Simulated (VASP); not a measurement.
# Au (Immm) in VASP: notebook, part 2 of 2

VASP 6.6.1.

**4. Single point, LDA (strain +0.0562 x Voigt [0, 0, 0, 1, 0, 0])**

INCAR reads:

```
  PREC = Accurate
  ENCUT = 520
  EDIFF = 1E-6
  ISMEAR = 0
  SIGMA = 0.15
  LREAL = False
  LASPH = True
  NELM = 100
  ALGO = Normal
  ISIF = 2
  LWAVE = False
  LCHARG = True
  GGA = CA
  LELF = True
  LVHAR = True
  NBANDS = 12
```

KPOINTS reads:

```
Automatic mesh
0
Gamma
  20 20 20
```

POSCAR reads:

```
Au
1.0
    0.0000000000      2.1029785500      2.1029785500
    2.0455000000      0.0574785500      2.0455000000
    2.0455000000      2.0455000000      0.0574785500
Au
1
Direct
    0.0000000000      0.0000000000      0.0000000000
```

Potentials or basis: VASP PAW LDA potentials, release 64 (Au).

Run with:

```bash
$ cat potpaw_LDA.64/Au/POTCAR > POTCAR
$ mpirun -np 1 vasp_std > vasp.out
```

OUTCAR:

```text
PREC = Accurate
   ENCUT = 520
   EDIFF = 1E-6
   ISMEAR = 0
   LREAL = False
   LASPH = True
   NELM = 100
   ISIF = 2
   GGA = CA

 ion  position               nearest neighbor table
   1  0.000  0.000  0.000-

  LATTYP: Found a body centered orthorhombic cell.
 ALAT       =     2.8114868969
 B/A-ratio  =     1.0578248791
 C/A-ratio  =     1.4551019265

  Lattice vectors:

 A1 = (  -2.0455000000,   2.0455000000,   0.0574785500)
 A2 = (  -2.0455000000,  -2.0455000000,  -0.0574785500)
 A3 = (   2.0455000000,   0.0574785500,   2.0455000000)

Analysis of symmetry for initial positions (statically):
=====================================================================
 Subroutine PRICEL returns:
 Original cell was already a primitive cell.

 Routine SETGRP: Setting up the symmetry group for a
 body centered orthorhombic supercell.

 Subroutine GETGRP returns: Found  8 space group operations
 (whereof  8 operations were pure point group operations)
 out of a pool of  8 trial point group operations.

The static configuration has the point symmetry D_2h.

Analysis of symmetry for dynamics (positions and initial velocities):
=====================================================================
 Subroutine PRICEL returns:
 Original cell was already a primitive cell.

 Routine SETGRP: Setting up the symmetry group for a
 body centered orthorhombic supercell.

 Subroutine GETGRP returns: Found  8 space group operations
 (whereof  8 operations were pure point group operations)
 out of a pool of  8 trial point group operations.

The dynamic configuration has the point symmetry D_2h.

 Subroutine INISYM returns: Found  8 space group operations
 (whereof  8 operations are pure point group operations),
 and found     1 'primitive' translations

----------------------------------------------------------------------------------------

                                     Primitive cell

  volume of cell :      17.1035

  direct lattice vectors                    reciprocal lattice vectors
     0.000000000  2.102978550  2.102978550    -0.244439012  0.237758012  0.237758012
     2.045500000  0.057478550  2.045500000     0.244439012 -0.251506341  0.251506341
     2.045500000  2.045500000  0.057478550     0.244439012  0.251506341 -0.251506341

  length of vectors
     2.974060787  2.893344826  2.893344826     0.415702027  0.431580015  0.431580015

  position of ions in fractional coordinates (direct lattice)
     0.000000000  0.000000000  0.000000000

  ion indices of the primitive-cell ions
   primitive index   ion index
                 1           1

----------------------------------------------------------------------------------------

 KPOINTS: Automatic mesh

Automatic generation of k-mesh.
 Grid dimensions read from file:
 generate k-points for:   20   20   20

 Generating k-lattice:

  Cartesian coordinates                     Fractional coordinates (reciprocal lattice)
    -0.012221951  0.011887901  0.011887901     0.050000000 -0.000000000 -0.000000000
     0.012221951 -0.012575317  0.012575317     0.000000000  0.050000000  0.000000000
     0.012221951  0.012575317 -0.012575317     0.000000000  0.000000000  0.050000000

  Length of vectors
     0.020785101  0.021579001  0.021579001

  Shift w.r.t. Gamma in fractional coordinates (k-lattice)
     0.000000000  0.000000000  0.000000000

 Subroutine IBZKPT returns following result:
 ===========================================

 Found   1166 irreducible k-points:

 Following reciprocal coordinates:
            Coordinates               Weight
  0.000000  0.000000  0.000000      1.000000
  0.050000  0.000000 -0.000000      4.000000
  0.100000 -0.000000 -0.000000      4.000000
  0.150000  0.000000  0.000000      4.000000
  0.200000 -0.000000 -0.000000      4.000000
  0.250000 -0.000000 -0.000000      4.000000
[... 16 lines left out ...]
 -0.450000  0.050000  0.000000      8.000000
 -0.400000  0.050000  0.000000      8.000000
 [... further k-points ...]
   k-points           NKPTS =   1166   k-points in BZ     NKDIM =   1166   number of bands    NBANDS=     12
   number of dos      NEDOS =    301   number of ions     NIONS =      1
   total plane-waves  NPLWV =  13824
   dimension x,y,z NGX =    24 NGY =   24 NGZ =   24
   dimension x,y,z NGXF=    48 NGYF=   48 NGZF=   48
   ions per type =               1
   NGX,Y,Z   is equivalent  to a cutoff of  13.42, 13.79, 13.79 a.u.
   NGXF,Y,Z  is equivalent  to a cutoff of  26.83, 27.58, 27.58 a.u.
 SYSTEM =  unknown system
   PREC   = accura    normal or accurate (medium, high low for compatibility)
   ISTART =      0    job   : 0-new  1-cont  2-samecut
   ICHARG =      2    charge: 1-file 2-atom 10-const
   ISPIN  =      1    spin polarized calculation?
   LNONCOLLINEAR =      F non collinear calculations
   LSORBIT =      F    spin-orbit coupling
   LASPH  =      T    aspherical Exc in radial PAW
   ENCUT  =  520.0 eV  38.22 Ry    6.18 a.u.   5.53  5.38  5.38*2*pi/ulx,y,z
   NELM   =    100;   NELMIN=  2; NELMDL= -5     # of ELM steps
   EDIFF  = 0.1E-05   stopping-criterion for ELM
   LREAL  =      F    real-space projection
   EDIFFG = 0.1E-04   stopping-criterion for IOM
   NSW    =      0    number of steps for IOM
   IBRION =     -1    ionic relax: 0-MD 1-quasi-New 2-CG
   NFREE  =      0    steps in history (QN), initial steepest desc. (CG)
   ISIF   =      2    stress and relaxation
   ISYM   =      2    0-nonsym 1-usesym 2-fastsym
   POTIM  = 0.5000    time-step for ionic-motion
   TEBEG  =    0.0;   TEEND  =   0.0 temperature during run
   PSTRESS=    0.0 pullay stress
   NELECT =      11.0000    total number of electrons
   NUPDOWN=      -1.0000    fix difference up-down
   EMIN   =  10.00;   EMAX   =-10.00  energy-range for DOS
   EFERMI =   0.00;   METHOD = LEGACY
   ISMEAR =     0;   SIGMA  =   0.15  broadening in eV -4-tet -1-fermi 0-gaus
   EFERMI_NEDOS =   21; number of points for ismear=-14 and -15
   IALGO  =     38    algorithm
   IMIX   =      4    mixing-type and parameters
     AMIX     =   0.40;   BMIX     =  1.00
     AMIX_MAG =   1.60;   BMIX_MAG =  1.00
  volume/ion in A,a.u.               =      17.10       115.42
  Fermi-wavevector in a.u.,A,eV,Ry     =   1.413114  2.670399 27.169362  1.996892
  Thomas-Fermi vector in A             =   2.534793
   LORBIT       =      0    0 simple, 1 ext, 2 COOP (PROOUT), +10 PAW based schemes
   GGA     = CA    functional components
   LHFCALC =     F    Hartree Fock is set to
   AEXX    =    0.0000 exact exchange contribution
   IVDW    =     0    specifies the selected vdW correction
   LEPSILON=     F    determine dielectric tensor
   LRPA    =     F    only Hartree local field effects (RPA)
 non-spin polarized calculation
 Gauss-broadening in eV      SIGMA  =   0.15
  energy-cutoff  :      520.00
  volume of cell :       17.10
 maximum number of plane-waves:       481
 NGX is ok and might be reduce to    24
   NGX = 11   NGY = 11   NGZ = 11

 number of electron      11.0000001 magnetization

 Free energy of the ion-electron system (eV)
  ---------------------------------------------------
  ext. energy  EPLUGINS =         0.00000000
  ---------------------------------------------------
  free energy    TOTEN  =        -4.43467144 eV

  energy without entropy =       -4.43178428  energy(sigma->0) =       -4.43322786

 E-fermi :   9.2134     XC(G=0): -12.9604

 val. band max:        9.2037370196   @ k =  -0.1000   0.4000   0.1500
 cond. band min:       9.2369783855   @ k =  -0.4500   0.2000   0.2000
 fundamental gap:      0.0332413660
 Fermi energy:         9.2134403241

 k-point     1 :       0.0000    0.0000    0.0000
  band No.  band energies     occupation
      1      -0.6554      2.00000
      2       4.2825      2.00000
      3       4.4458      2.00000
      4       4.7984      2.00000
      5       6.0806      2.00000
      6       6.0987      2.00000
      7      23.6380      0.00000
      8      26.7517      0.00000
      9      27.7348      0.00000
     10      28.5954      0.00000
     11      32.6215      0.00000
     12      36.4543      0.00000
[... 331 lines left out ...]
 k-point    24 :      -0.4000    0.0500    0.0000
  band No.  band energies     occupation
      1       1.8648      2.00000
      2       4.3551      2.00000
      3       4.7915      2.00000
      4       6.2929      2.00000
      5       6.9031      2.00000
      6       7.7635      2.00000
      7      13.5728      0.00000
      8      23.6759      0.00000
      9      26.4068      0.00000
     10      27.3092      0.00000
     11      33.2281      0.00000
     12      34.1908      0.00000

 [... further k-points ...]
[... 5 lines left out ...]
  --------------------------------------------------------------------------------------
  -------------------------------------------------------------------------------------
  Total       -0.5255363     -0.4909639     -0.4909639     -0.0000000     -0.1724152     -0.0000000
  in kB      -49.2297821    -45.9911981    -45.9911981     -0.0000000    -16.1510487     -0.0000000
  external PRESSURE =     -47.0707261 kB  Pullay stress =       0.0000000 kB

 VOLUME and BASIS-vectors are now :
 -----------------------------------------------------------------------------
  energy-cutoff  :      520.00
  volume of cell :       17.10
      direct lattice vectors                 reciprocal lattice vectors
     0.000000000  2.102978550  2.102978550    -0.244439012  0.237758012  0.237758012
     2.045500000  0.057478550  2.045500000     0.244439012 -0.251506341  0.251506341
     2.045500000  2.045500000  0.057478550     0.244439012  0.251506341 -0.251506341

 POSITION                                       TOTAL-FORCE (eV/Angst)
 -----------------------------------------------------------------------------------
      0.00000      0.00000      0.00000         0.000000      0.000000     -0.000000
 -----------------------------------------------------------------------------------
    total drift:                               -0.000000      0.000000     -0.000000

  FREE ENERGIE OF THE ION-ELECTRON SYSTEM (eV)
  ---------------------------------------------------
  free  energy   TOTEN  =        -4.4346714363 eV

  energy  without entropy=       -4.4317842818  energy(sigma->0) =       -4.43322786
```

stdout:

```text
POSCAR found type information on POSCAR Au
 POSCAR found :  1 types and       1 ions
 scaLAPACK will be used
 LDA part: xc-table for (Slater(with rela. corr.)+CA(PZ))
 , standard interpolation
 POSCAR, INCAR and KPOINTS ok, starting setup
 FFT: planning ... GRIDC
 FFT: planning ... GRID_SOFT
 FFT: planning ... GRID
 WAVECAR not read
 entering main loop
```

Run time: 70 s. Hardware: 1 thread of Intel Xeon Platinum 8559C (Emerald Rapids), shared host; peak memory 0.33 GiB.

Results:

```yaml
Free_energy: -4.4347 eV
Pressure: -4.7 GPa
```

Levels at points of the mesh, in eV from the Fermi level:
| k point | band 2 | band 3 | band 4 | band 5 | band 6 | band 7 | band 8 | band 9 | band 10 | band 11 |
| --- | --- | --- | --- | --- | --- | --- | --- | --- | --- | --- |
| (0.00, 0.00, 0.00) | -4.93 | -4.77 | -4.42 | -3.13 | -3.11 | 14.42 | 17.54 | 18.52 | 19.38 | 23.41 |
| (0.50, 0.00, 0.00) | -4.93 | -4.45 | -2.14 | -1.88 | -1.17 | 2.69 | 14.14 | 17.15 | 17.80 | 24.91 |
| (0.00, 0.50, 0.00) | -4.97 | -4.51 | -2.03 | -1.79 | -0.76 | 3.43 | 13.72 | 16.26 | 16.94 | 24.40 |
| (0.50, 0.50, 0.00) | -6.74 | -2.06 | -1.65 | -1.58 | 1.00 | 5.77 | 9.93 | 9.93 | 17.23 | 19.84 |
| (0.00, 0.50, 0.50) | -6.73 | -1.98 | -1.64 | -1.62 | 0.98 | 5.71 | 8.94 | 10.95 | 16.96 | 20.09 |

Caveat: the cell differs from its parent crystal (strain +0.0562 x Voigt [0, 0, 0, 1, 0, 0]); spin-orbit coupling is left out, which moves the levels of the heavy elements.

**5. Summary**

| cell | gap on the mesh (eV) | pressure (GPa) |
| --- | --- | --- |
| a = 2.784, b = 2.894, c = 2.894 Å, angles 62.5, 61.2, 61.2°, 1 atom | none | -4.3 |
| a = 2.947, b = 2.893, c = 2.893 Å, angles 58.8, 59.4, 59.4°, 1 atom | none | -5.0 |
| a = 2.974, b = 2.893, c = 2.893 Å, angles 58.1, 59.1, 59.1°, 1 atom | none | -4.7 |

Alike in all rows: task single point; level LDA; potentials or basis VASP PAW LDA potentials, release 64 (Au); no spin polarisation; k mesh 20 × 20 × 20; cutoff (eV) 520; smearing gaussian 0.15 eV.

Caveats: spin-orbit coupling is left out, which moves the levels of the heavy elements.

Absolute energies hang on the potentials; compare differences alone.
